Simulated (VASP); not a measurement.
**C8Cl: relaxation of the atoms with PBE+D3(BJ)**

The system is C8Cl, a slab with vacuum.

```
C Cl
1.0
     4.93130    0.00000    0.00000
    -2.46565    4.27064    0.00000
     0.00000    0.00000   15.50003
C Cl
8 1
Direct
  0.33333 0.16667 0.25807
  0.33333 0.66667 0.25807
  0.83333 0.16667 0.25807
  0.83333 0.66667 0.25807
  0.16667 0.33333 0.25806
  0.16667 0.83333 0.25806
  0.66667 0.33333 0.25806
  0.66667 0.83333 0.25806
  0.33333 0.16667 0.37290
```

```json
{
  "Program": "VASP 6.6.1",
  "Task": "relaxation of the atoms",
  "Functional": "PBE",
  "Dispersion": "D3(BJ)",
  "Potentials or basis": "VASP PAW PBE potentials, release 64 (C, Cl)",
  "Cutoff": "520 eV",
  "k mesh": "6 × 6 × 1",
  "Occupations": "gaussian, width 0.1 eV",
  "Spin": "collinear spin",
  "Starting moments": "[0.0, 0.0, 0.0, 0.0, 0.0, 0.0, 0.0, 0.0, 1.0] μB",
  "Dipole correction": "yes",
  "Atoms held fixed (from 0)": "[0, 1, 2, 3, 4, 5, 6, 7]",
  "Further INCAR settings": "ALGO = Normal; EDIFF = 1e-07; IBRION = 2; EDIFFG = -0.025; NSW = 36",
  "Atoms held along some axes (from 0)": "atom 8 along a and b"
}
```

- Energy gained by relaxing: 238.1 meV/atom
- Ionic steps: 6
- Net moment: 0.89 μB per cell
- Site moments: C +0.03, -0.01 (each value once); Cl +0.51 μB
- Valence electrons inside the program's atomic spheres: C 2.64, 2.65 (each value once); Cl 4.98
- Dispersion energy per atom: -0.100 eV

Step by step:
```tsv
step	energy change (eV)	largest force on free atoms (eV/Å)	pressure (GPa)
1	0.0000	7.0399	3.78
2	-1.5624	2.7269	1.61
3	-1.9637	1.1680	0.75
4	-2.1407	0.0719	0.00
5	-2.1422	0.0422	0.02
6	-2.1428	0.0054	0.06
```

Final structure:
```
C Cl
1.0
     4.93130    0.00000    0.00000
    -2.46565    4.27064    0.00000
     0.00000    0.00000   15.50003
C Cl
8 1
Direct
  0.33333 0.16667 0.25807
  0.33333 0.66667 0.25807
  0.83333 0.16667 0.25807
  0.83333 0.66667 0.25807
  0.16667 0.33333 0.25806
  0.16667 0.83333 0.25806
  0.66667 0.33333 0.25806
  0.66667 0.83333 0.25806
  0.33333 0.16667 0.43256
```

Levels at points of the mesh, in eV from the Fermi level:
Spin up:
```tsv
k point	band 16	band 17	band 18	band 19	band 20	band 21	band 22	band 23	band 24	band 25
(0.00, 0.00, 0.00)	-1.68	-1.68	-0.94	-0.62	-0.62	2.43	2.51	2.51	4.32	6.05
(0.50, 0.00, 0.00)	-2.42	-2.10	-1.08	-0.84	-0.57	3.50	3.56	6.30	6.32	7.88
```
Spin down:
```csv
k point,band 17,band 18,band 19,band 20,band 21,band 22
"(0.00, 0.00, 0.00)",-1.60,-0.36,-0.36,0.06,2.57,2.57
"(0.50, 0.00, 0.00)",-2.02,-0.58,-0.31,0.11,3.62,3.63
```

It took 6.2 min on 4 MPI ranks on Intel(R) Xeon(R) 6975P-C (Granite Rapids) (shared host), peak memory 0.68 GiB a rank.

Caveat: a moment this small can come from the mesh or the smearing.
